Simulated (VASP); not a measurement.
# Ge (P2_1/m) in VASP: single point with PBEsol

Aim: the single point of Ge with PBEsol.

Everything below comes from runs of VASP 6.6.1. Logs are shortened: lines on timing, memory, paths and dates and some standing lists are left out, and cuts for length are marked.

## (1) The cell of the first run

The typed cell holds 2 atoms: a = 2.643 Å, b = 2.765 Å, c = 5.039 Å, α = 90.00°, β = 90.00°, γ = 90.00°.

## (2) Single point, PBEsol

File INCAR:

```
SYSTEM = Ge
ALGO = Normal
EDIFF = 1E-6
ENCUT = 520
GGA = PS
ISIF = 2
ISMEAR = 0
LASPH = .TRUE.
LCHARG = .FALSE.
LREAL = .FALSE.
LWAVE = .FALSE.
NBANDS = 21
NELM = 60
PREC = Accurate
SIGMA = 0.15
```

File KPOINTS:

```
k-points
0
G
  12 12 8
  0 0 0
```

File POSCAR:

```
Ge
1.0
    0.0000000000      0.0000000000     -2.6427277822
    2.7652112297      0.0000000000      0.0000000000
    0.0000000000     -5.0390024823      0.0000000000
Ge
2
Direct
    0.0003226396      0.4518052652     -0.0000048868
   -0.0003226396      0.0481947348      0.5000048868
```

Potentials or basis: VASP PAW PBE potentials, release 64 (Ge_d).

Started as:

```bash
$ cat potpaw_PBE.64/Ge_d/POTCAR > POTCAR
$ mpirun -np 1 vasp_std > vasp.out
```

OUTCAR:

```text
SYSTEM = Ge
   EDIFF = 1E-6
   ENCUT = 520
   GGA = PS
   ISIF = 2
   ISMEAR = 0
   LASPH = .TRUE.
   LREAL = .FALSE.
   NELM = 60
   PREC = Accurate

 ion  position               nearest neighbor table
   1  0.000  0.452  1.000-   2 2.76   2 2.76
   2  1.000  0.048  0.500-   1 2.76   1 2.76

  LATTYP: Found a simple orthorhombic cell.
 ALAT       =     2.6427277822
 B/A-ratio  =     1.0463473568
 C/A-ratio  =     1.9067429178

  Lattice vectors:

 A1 = (   0.0000000000,   0.0000000000,  -2.6427277822)
 A2 = (   2.7652112297,   0.0000000000,   0.0000000000)
 A3 = (   0.0000000000,  -5.0390024823,   0.0000000000)

Analysis of symmetry for initial positions (statically):
=====================================================================
 Subroutine PRICEL returns:
 Original cell was already a primitive cell.

 Routine SETGRP: Setting up the symmetry group for a
 simple orthorhombic supercell.

 Subroutine GETGRP returns: Found  2 space group operations
 (whereof  1 operations were pure point group operations)
 out of a pool of  8 trial point group operations.

The static configuration has the point symmetry C_1 .
 The point group associated with its full space group is S_2 .

Analysis of symmetry for dynamics (positions and initial velocities):
=====================================================================
 Subroutine PRICEL returns:
 Original cell was already a primitive cell.

 Routine SETGRP: Setting up the symmetry group for a
 simple orthorhombic supercell.

 Subroutine GETGRP returns: Found  2 space group operations
 (whereof  1 operations were pure point group operations)
 out of a pool of  8 trial point group operations.

The dynamic configuration has the point symmetry C_1 .
 The point group associated with its full space group is S_2 .

 Subroutine INISYM returns: Found  2 space group operations
 (whereof  1 operations are pure point group operations),
 and found     1 'primitive' translations

----------------------------------------------------------------------------------------

                                     Primitive cell

  volume of cell :      36.8235

  direct lattice vectors                    reciprocal lattice vectors
[... 80 lines left out ...]
   ICHARG =      2    charge: 1-file 2-atom 10-const
   ISPIN  =      1    spin polarized calculation?
   LNONCOLLINEAR =      F non collinear calculations
   LSORBIT =      F    spin-orbit coupling
   LASPH  =      T    aspherical Exc in radial PAW
   ENCUT  =  520.0 eV  38.22 Ry    6.18 a.u.   4.91  5.14  9.37*2*pi/ulx,y,z
   NELM   =     60;   NELMIN=  2; NELMDL= -5     # of ELM steps
   EDIFF  = 0.1E-05   stopping-criterion for ELM
   LREAL  =      F    real-space projection
   EDIFFG = 0.1E-04   stopping-criterion for IOM
   NSW    =      0    number of steps for IOM
   IBRION =     -1    ionic relax: 0-MD 1-quasi-New 2-CG
   NFREE  =      0    steps in history (QN), initial steepest desc. (CG)
   ISIF   =      2    stress and relaxation
   ISYM   =      2    0-nonsym 1-usesym 2-fastsym
   POTIM  = 0.5000    time-step for ionic-motion
   TEBEG  =    0.0;   TEEND  =   0.0 temperature during run
   PSTRESS=    0.0 pullay stress
   NELECT =      28.0000    total number of electrons
   NUPDOWN=      -1.0000    fix difference up-down
   EMIN   =  10.00;   EMAX   =-10.00  energy-range for DOS
   EFERMI =   0.00;   METHOD = LEGACY
   ISMEAR =     0;   SIGMA  =   0.15  broadening in eV -4-tet -1-fermi 0-gaus
   EFERMI_NEDOS =   21; number of points for ismear=-14 and -15
   IALGO  =     38    algorithm
   IMIX   =      4    mixing-type and parameters
     AMIX     =   0.40;   BMIX     =  1.00
     AMIX_MAG =   1.60;   BMIX_MAG =  1.00
  volume/ion in A,a.u.               =      18.41       124.25
  Fermi-wavevector in a.u.,A,eV,Ry     =   1.494236  2.823696 30.378271  2.232740
  Thomas-Fermi vector in A             =   2.606534
   LORBIT       =      0    0 simple, 1 ext, 2 COOP (PROOUT), +10 PAW based schemes
   GGA     = PS    functional components
   LHFCALC =     F    Hartree Fock is set to
   AEXX    =    0.0000 exact exchange contribution
   IVDW    =     0    specifies the selected vdW correction
   LEPSILON=     F    determine dielectric tensor
   LRPA    =     F    only Hartree local field effects (RPA)
 non-spin polarized calculation
 Gauss-broadening in eV      SIGMA  =   0.15
  energy-cutoff  :      520.00
  volume of cell :       36.82
 maximum number of plane-waves:      1016
   NGX =  9   NGY = 11   NGZ = 19

 number of electron      27.9999980 magnetization

 Free energy of the ion-electron system (eV)
  ---------------------------------------------------
  ext. energy  EPLUGINS =         0.00000000
  ---------------------------------------------------
  free energy    TOTEN  =        -9.50795132 eV

  energy without entropy =       -9.50044016  energy(sigma->0) =       -9.50419574

 E-fermi :   6.7780     XC(G=0): -11.4987

 val. band max:        6.7761456216   @ k =   0.4167   0.5000   0.1250
 cond. band min:       6.8225571111   @ k =  -0.4167   0.4167  -0.1250
 fundamental gap:      0.0464114895
 Fermi energy:         6.7780071487

 k-point     1 :       0.0000    0.0000    0.0000
  band No.  band energies     occupation
      1     -17.9662      2.00000
      2     -17.9501      2.00000
      3     -17.8854      2.00000
      4     -17.8323      2.00000
      5     -17.8225      2.00000
      6     -17.7553      2.00000
[... 565 lines left out ...]
     20      18.9806      0.00000
     21      20.6939      0.00000

 [... further k-points ...]

------------------------ aborting loop because EDIFF is reached ----------------------------------------

  FORCE on cell =-STRESS in cart. coord.  units (eV):
  Direction    XX          YY          ZZ          XY          YZ          ZX
  --------------------------------------------------------------------------------------
  -------------------------------------------------------------------------------------
  Total        0.4369224     -0.3325923      0.1125155     -0.0000940     -0.0000053      0.0000078
  in kB       19.0103275    -14.4709637      4.8955071     -0.0040894     -0.0002294      0.0003412
  external PRESSURE =       3.1449570 kB  Pullay stress =       0.0000000 kB

 VOLUME and BASIS-vectors are now :
 -----------------------------------------------------------------------------
  energy-cutoff  :      520.00
  volume of cell :       36.82
      direct lattice vectors                 reciprocal lattice vectors
     0.000000000  0.000000000 -2.642727782     0.000000000  0.000000000 -0.378396900
     2.765211230  0.000000000  0.000000000     0.361636026  0.000000000  0.000000000
     0.000000000 -5.039002482  0.000000000     0.000000000 -0.198451976  0.000000000

 POSITION                                       TOTAL-FORCE (eV/Angst)
 -----------------------------------------------------------------------------------
      1.24934     -5.03898     -0.00085        -0.000591     -0.000151      0.000574
      0.13327     -2.51953     -2.64188         0.000591      0.000151     -0.000574
 -----------------------------------------------------------------------------------
    total drift:                                0.000000      0.000000      0.000000

  FREE ENERGIE OF THE ION-ELECTRON SYSTEM (eV)
  ---------------------------------------------------
  free  energy   TOTEN  =        -9.5079513223 eV

  energy  without entropy=       -9.5004401562  energy(sigma->0) =       -9.50419574
```

It took 5.9 min on 1 thread of Intel Xeon 8259CL, shared host; peak memory 0.43 GiB.

What came out:

* Free energy: -9.5080 eV
* Pressure: 0.3 GPa
* Band gap on the k mesh: zero (bands 14 and 15 overlap by 7.61 eV)

Stress tensor (GPa, compression positive):
```
 1.90  0.00  0.00
 0.00 -1.45  0.00
 0.00  0.00  0.49
```

Levels at points of the mesh, in eV from the Fermi level:
```csv
k point,band 11,band 12,band 13,band 14,band 15,band 16,band 17,band 18
"(0.00, 0.00, 0.00)",-13.43,-8.68,-5.93,5.23,6.95,7.74,7.93,10.30
"(0.50, 0.00, 0.00)",-9.35,-6.14,-4.24,-2.62,-2.31,3.13,8.37,11.05
"(0.00, 0.50, 0.00)",-9.19,-8.15,-3.52,-2.86,-1.72,0.06,10.46,11.53
"(0.50, 0.50, 0.00)",-4.98,-4.06,-2.51,-1.52,0.52,0.74,1.52,3.53
"(0.00, 0.00, 0.50)",-11.99,-11.99,0.22,0.22,6.49,6.49,8.31,8.31
"(0.50, 0.00, 0.50)",-7.92,-7.92,-4.77,-4.77,3.91,3.91,8.31,8.31
"(0.00, 0.50, 0.50)",-8.13,-8.13,-5.63,-5.63,3.69,3.69,7.81,7.81
"(0.50, 0.50, 0.50)",-3.68,-3.68,-2.30,-2.30,-1.86,-1.86,3.48,3.48
```

Caveat: the PAW data sets were made with another functional, which shifts forces and pressure a little.
